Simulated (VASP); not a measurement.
# SnPt2Se3 (R-3m) in VASP: single point with PBE

Aim: the single point of SnPt2Se3 with PBE.

Everything below comes from runs of VASP 6.6.1. Logs are shortened: lines on timing, memory, paths and dates and some standing lists are left out, and cuts for length are marked.

## 1. The cell of the first run

The structure is trigonal, space group R-3m (No. 166). The conventional cell has a = 3.619 Å, b = 3.619 Å, c = 32.450 Å, α = 90.00°, β = 90.00°, γ = 120.00°. Within 3.7 Å of Sn (site symmetry -3m) lie 6 Pt at 2.84 Å and 2 Se at 3.44 Å and 6 Sn at 3.62 Å. Within 3.4 Å of Pt (site symmetry 3m) lie 3 Se at 2.58 Å and 3 Sn at 2.84 Å. Within 3.8 Å of Se (site symmetry -3m) lie 12 Se at 2.87 to 3.62 Å. Within 3.7 Å of Se (site symmetry 3m) lie 3 Pt at 2.58 Å and 9 Se at 2.87 to 3.62 Å and 1 Sn at 3.44 Å.

The cell was built from a structure type or drawn by symmetry, and may not be a known phase.

## 2. Single point, PBE

The input, INCAR:

```
PREC     = Accurate       # precision mode
ENCUT    = 520            # plane-wave cutoff, eV
EDIFF    = 1E-7           # SCF threshold, eV
ISMEAR   = 0              # smearing method
SIGMA    = 0.1            # smearing width, eV
LREAL    = F              # projectors in reciprocal space
LASPH    = T              # aspherical terms in the spheres
NELM     = 100            # most SCF steps
ALGO     = Normal         # electronic algorithm
ISIF     = 2              # what is computed and relaxed
LWAVE    = F              # write WAVECAR
LCHARG   = F              # write CHGCAR
GGA      = PE             # functional
NBANDS   = 35             # bands
```

The input, KPOINTS:

```
Automatic mesh
0
Gamma
  12 12 12
```

The input, POSCAR:

```
SnPt2Se3
1.0
    1.8096331527      1.0447921879     10.8165252989
   -1.8096331527      1.0447921879     10.8165252989
    0.0000000000     -2.0895843757     10.8165252989
Sn Pt Se
1 2 3
Direct
    0.5000000000      0.5000000000      0.5000000000
    0.7741483756      0.7741483756      0.7741483756
    0.2258516244      0.2258516244      0.2258516244
    0.0000000000      0.0000000000      0.0000000000
    0.3941170878      0.3941170878      0.3941170878
    0.6058829122      0.6058829122      0.6058829122
```

Potentials or basis: VASP PAW PBE potentials, release 64 (Sn_d, Pt, Se).

Launch:

```sh
> cat potpaw_PBE.64/Sn_d/POTCAR potpaw_PBE.64/Pt/POTCAR potpaw_PBE.64/Se/POTCAR > POTCAR
> mpirun -np 1 vasp_std > vasp.out
```

OUTCAR:

```text
PREC = Accurate
   ENCUT = 520
   EDIFF = 1E-7
   ISMEAR = 0
   LREAL = F
   LASPH = T
   NELM = 100
   ISIF = 2
   GGA = PE

 ion  position               nearest neighbor table
   1  0.500  0.500  0.500-   3 2.84   3 2.84   2 2.84   2 2.84   3 2.84   2 2.84
   2  0.774  0.774  0.774-   5 2.58   5 2.58   5 2.58   1 2.84   1 2.84   1 2.84
   3  0.226  0.226  0.226-   6 2.58   6 2.58   6 2.58   1 2.84   1 2.84   1 2.84
   4  0.000  0.000  0.000-
   5  0.394  0.394  0.394-   2 2.58   2 2.58   2 2.58
   6  0.606  0.606  0.606-   3 2.58   3 2.58   3 2.58

  LATTYP: Found a trigonal (rhomboedric) cell.
 ALAT       =    11.0165140768
 COS(alpha) =     0.9460336934

  Lattice vectors:

 A1 = (   1.8096331527,   1.0447921879,  10.8165252989)
 A2 = (  -1.8096331527,   1.0447921879,  10.8165252989)
 A3 = (   0.0000000000,  -2.0895843757,  10.8165252989)

Analysis of symmetry for initial positions (statically):
=====================================================================
 Subroutine PRICEL returns:
 Original cell was already a primitive cell.

 Routine SETGRP: Setting up the symmetry group for a
 trigonal (rhombohedral) supercell.

 Subroutine GETGRP returns: Found 12 space group operations
 (whereof 12 operations were pure point group operations)
 out of a pool of 12 trial point group operations.

The static configuration has the point symmetry D_3d.

Analysis of symmetry for dynamics (positions and initial velocities):
=====================================================================
 Subroutine PRICEL returns:
 Original cell was already a primitive cell.

 Routine SETGRP: Setting up the symmetry group for a
 trigonal (rhombohedral) supercell.

 Subroutine GETGRP returns: Found 12 space group operations
 (whereof 12 operations were pure point group operations)
 out of a pool of 12 trial point group operations.

The dynamic configuration has the point symmetry D_3d.

 Subroutine INISYM returns: Found 12 space group operations
 (whereof 12 operations are pure point group operations),
 and found     1 'primitive' translations

----------------------------------------------------------------------------------------

                                     Primitive cell

  volume of cell :     122.7042

  direct lattice vectors                    reciprocal lattice vectors
     1.809633153  1.044792188 10.816525299     0.276299094  0.159521356  0.030817044
    -1.809633153  1.044792188 10.816525299    -0.276299094  0.159521356  0.030817044
     0.000000000 -2.089584376 10.816525299     0.000000000 -0.319042712  0.030817044

  length of vectors
    11.016514077 11.016514077 11.016514077     0.320527600  0.320527600  0.320527600

  position of ions in fractional coordinates (direct lattice)
     0.500000000  0.500000000  0.500000000
     0.774148376  0.774148376  0.774148376
     0.225851624  0.225851624  0.225851624
     0.000000000  0.000000000  0.000000000
     0.394117088  0.394117088  0.394117088
     0.605882912  0.605882912  0.605882912

  ion indices of the primitive-cell ions
   primitive index   ion index
                 1           1
                 2           2
                 3           3
                 4           4
                 5           5
                 6           6

----------------------------------------------------------------------------------------

 KPOINTS: Automatic mesh

Automatic generation of k-mesh.
 Grid dimensions read from file:
 generate k-points for:   12   12   12

 Generating k-lattice:

  Cartesian coordinates                     Fractional coordinates (reciprocal lattice)
     0.023024924  0.013293446  0.002568087     0.083333333  0.000000000  0.000000000
    -0.023024924  0.013293446  0.002568087     0.000000000  0.083333333  0.000000000
     0.000000000 -0.026586893  0.002568087     0.000000000  0.000000000  0.083333333

  Length of vectors
     0.026710633  0.026710633  0.026710633

  Shift w.r.t. Gamma in fractional coordinates (k-lattice)
     0.000000000  0.000000000  0.000000000

 Subroutine IBZKPT returns following result:
 ===========================================

 Found    189 irreducible k-points:

 Following reciprocal coordinates:
            Coordinates               Weight
  0.000000  0.000000  0.000000      1.000000
  0.083333  0.000000  0.000000      6.000000
  0.166667  0.000000  0.000000      6.000000
  0.250000  0.000000  0.000000      6.000000
  0.333333  0.000000  0.000000      6.000000
  0.416667  0.000000  0.000000      6.000000
[... 16 lines left out ...]
  0.500000  0.166667  0.000000     12.000000
 -0.416667  0.166667  0.000000     12.000000
 [... further k-points ...]
   k-points           NKPTS =    189   k-points in BZ     NKDIM =    189   number of bands    NBANDS=     35
   number of dos      NEDOS =    301   number of ions     NIONS =      6
   total plane-waves  NPLWV = 592704
   dimension x,y,z NGX =    84 NGY =   84 NGZ =   84
   dimension x,y,z NGXF=   168 NGYF=  168 NGZF=  168
   ions per type =               1   2   3
   NGX,Y,Z   is equivalent  to a cutoff of  12.68, 12.68, 12.68 a.u.
   NGXF,Y,Z  is equivalent  to a cutoff of  25.35, 25.35, 25.35 a.u.
 SYSTEM =  unknown system
   PREC   = accura    normal or accurate (medium, high low for compatibility)
   ISTART =      0    job   : 0-new  1-cont  2-samecut
   ICHARG =      2    charge: 1-file 2-atom 10-const
   ISPIN  =      1    spin polarized calculation?
   LNONCOLLINEAR =      F non collinear calculations
   LSORBIT =      F    spin-orbit coupling
   LASPH  =      T    aspherical Exc in radial PAW
   ENCUT  =  520.0 eV  38.22 Ry    6.18 a.u.  20.48 20.48 20.48*2*pi/ulx,y,z
   NELM   =    100;   NELMIN=  2; NELMDL= -5     # of ELM steps
   EDIFF  = 0.1E-06   stopping-criterion for ELM
   LREAL  =      F    real-space projection
   EDIFFG = 0.1E-05   stopping-criterion for IOM
   NSW    =      0    number of steps for IOM
   IBRION =     -1    ionic relax: 0-MD 1-quasi-New 2-CG
   NFREE  =      0    steps in history (QN), initial steepest desc. (CG)
   ISIF   =      2    stress and relaxation
   ISYM   =      2    0-nonsym 1-usesym 2-fastsym
   POTIM  = 0.5000    time-step for ionic-motion
   TEBEG  =    0.0;   TEEND  =   0.0 temperature during run
   PSTRESS=    0.0 pullay stress
   NELECT =      52.0000    total number of electrons
   NUPDOWN=      -1.0000    fix difference up-down
   EMIN   =  10.00;   EMAX   =-10.00  energy-range for DOS
   EFERMI =   0.00;   METHOD = LEGACY
   ISMEAR =     0;   SIGMA  =   0.10  broadening in eV -4-tet -1-fermi 0-gaus
   EFERMI_NEDOS =   21; number of points for ismear=-14 and -15
   IALGO  =     38    algorithm
   IMIX   =      4    mixing-type and parameters
     AMIX     =   0.40;   BMIX     =  1.00
     AMIX_MAG =   1.60;   BMIX_MAG =  1.00
  volume/ion in A,a.u.               =      20.45       138.01
  Fermi-wavevector in a.u.,A,eV,Ry     =   1.229672  2.323744 20.573293  1.512094
  Thomas-Fermi vector in A             =   2.364551
   LORBIT       =      0    0 simple, 1 ext, 2 COOP (PROOUT), +10 PAW based schemes
   GGA     = PE    functional components
   LHFCALC =     F    Hartree Fock is set to
   AEXX    =    0.0000 exact exchange contribution
   IVDW    =     0    specifies the selected vdW correction
   LEPSILON=     F    determine dielectric tensor
   LRPA    =     F    only Hartree local field effects (RPA)
 non-spin polarized calculation
 Gauss-broadening in eV      SIGMA  =   0.10
  energy-cutoff  :      520.00
  volume of cell :      122.70
 maximum number of plane-waves:      3347
 NGX is ok and might be reduce to    84
   NGX = 41   NGY = 41   NGZ = 41

 number of electron      51.9999997 magnetization

 Free energy of the ion-electron system (eV)
  ---------------------------------------------------
  ext. energy  EPLUGINS =         0.00000000
  ---------------------------------------------------
  free energy    TOTEN  =       -26.52338110 eV

  energy without entropy =      -26.50501720  energy(sigma->0) =      -26.51419915

 E-fermi :   7.0627     XC(G=0): -11.0057

 val. band max:        7.0598206424   @ k =  -0.3333   0.2500  -0.0000
 cond. band min:       7.0629720067   @ k =  -0.2500   0.1667  -0.0000
 fundamental gap:      0.0031513643
 Fermi energy:         7.0626983739

 k-point     1 :       0.0000    0.0000    0.0000
  band No.  band energies     occupation
      1     -14.2655      2.00000
      2     -14.2655      2.00000
      3     -14.2219      2.00000
      4     -14.1982      2.00000
      5     -14.1982      2.00000
      6      -8.5007      2.00000
[... 27 lines left out ...]
     34      12.8968      0.00000
     35      14.7687      0.00000

 k-point     2 :       0.0833    0.0000    0.0000
  band No.  band energies     occupation
      1     -14.2662      2.00000
      2     -14.2608      2.00000
      3     -14.2189      2.00000
      4     -14.2005      2.00000
      5     -14.1984      2.00000
      6      -8.4287      2.00000
[... 27 lines left out ...]
     34      13.1454      0.00000
     35      14.6881      0.00000

 k-point     3 :       0.1667    0.0000    0.0000
  band No.  band energies     occupation
      1     -14.2690      2.00000
      2     -14.2482      2.00000
      3     -14.2112      2.00000
      4     -14.2055      2.00000
      5     -14.1985      2.00000
      6      -8.2180      2.00000
[... 27 lines left out ...]
     34      13.2771      0.00000
     35      14.4898      0.00000
[... 723 lines left out ...]
 k-point    23 :       0.5000    0.1667    0.0000
  band No.  band energies     occupation
      1     -14.2672      2.00000
      2     -14.2270      2.00000
      3     -14.2251      2.00000
      4     -14.1925      2.00000
      5     -14.1696      2.00000
      6      -6.9078      2.00000
[... 27 lines left out ...]
     34      13.1386      0.00000
     35      13.5028      0.00000

 k-point    24 :      -0.4167    0.1667    0.0000
  band No.  band energies     occupation
      1     -14.2678      2.00000
      2     -14.2274      2.00000
      3     -14.2255      2.00000
      4     -14.1868      2.00000
      5     -14.1700      2.00000
      6      -6.6761      2.00000
[... 27 lines left out ...]
     34      13.0451      0.00000
     35      13.5050      0.00000

 [... further k-points ...]
[... 5 lines left out ...]
  --------------------------------------------------------------------------------------
  -------------------------------------------------------------------------------------
  Total       -0.0013371     -0.0013371     -0.0101920      0.0000000     -0.0000000      0.0000000
  in kB       -0.0174583     -0.0174583     -0.1330797      0.0000000     -0.0000000      0.0000000
  external PRESSURE =      -0.0559988 kB  Pullay stress =       0.0000000 kB

 VOLUME and BASIS-vectors are now :
 -----------------------------------------------------------------------------
  energy-cutoff  :      520.00
  volume of cell :      122.70
      direct lattice vectors                 reciprocal lattice vectors
     1.809633153  1.044792188 10.816525299     0.276299094  0.159521356  0.030817044
    -1.809633153  1.044792188 10.816525299    -0.276299094  0.159521356  0.030817044
     0.000000000 -2.089584376 10.816525299     0.000000000 -0.319042712  0.030817044

 POSITION                                       TOTAL-FORCE (eV/Angst)
 -----------------------------------------------------------------------------------
      0.00000      0.00000     16.22479        -0.000000      0.000000      0.000000
      0.00000      0.00000     25.12079         0.000000      0.000000      0.002951
      0.00000      0.00000      7.32879         0.000000     -0.000000     -0.002951
      0.00000      0.00000      0.00000         0.000000      0.000000      0.000000
      0.00000      0.00000     12.78893         0.000000     -0.000000     -0.004253
      0.00000      0.00000     19.66064         0.000000      0.000000      0.004253
 -----------------------------------------------------------------------------------
    total drift:                                0.000000     -0.000000      0.000000

  FREE ENERGIE OF THE ION-ELECTRON SYSTEM (eV)
  ---------------------------------------------------
  free  energy   TOTEN  =       -26.5233810979 eV

  energy  without entropy=      -26.5050172046  energy(sigma->0) =      -26.51419915
```

Wall time 1.9 h (1 thread of Intel Xeon Platinum 8488C (Sapphire Rapids), shared host); peak memory 1.6 GiB.

What came out:

```
Free energy            : -26.5234 eV
Pressure               : 0.0 GPa
Largest force          : 0.004 eV/Å
Band gap on the k mesh : zero (bands 26 and 27 overlap by 1.45 eV)
```

Forces in eV/Å, atoms in the order of the input:
```
Sn   0.000  0.000  0.000
Pt   0.000  0.000  0.003
Pt   0.000  0.000 -0.003
Se   0.000  0.000  0.000
Se   0.000  0.000 -0.004
Se   0.000  0.000  0.004
```

Levels at points of the mesh, in eV from the Fermi level:
```tsv
k point	band 24	band 25	band 26	band 27	band 28	band 29
(0.00, 0.00, 0.00)	-0.88	0.34	0.34	1.36	1.36	1.38
(0.50, 0.00, 0.00)	-1.77	-1.28	-1.11	-0.85	0.90	1.19
(0.50, 0.50, 0.00)	-1.60	-0.84	-0.32	-0.27	-0.15	0.60
(0.50, 0.50, 0.50)	-0.34	0.39	0.39	0.51	1.32	1.32
```

Caveat: spin-orbit coupling is left out, which moves the levels of the heavy elements.
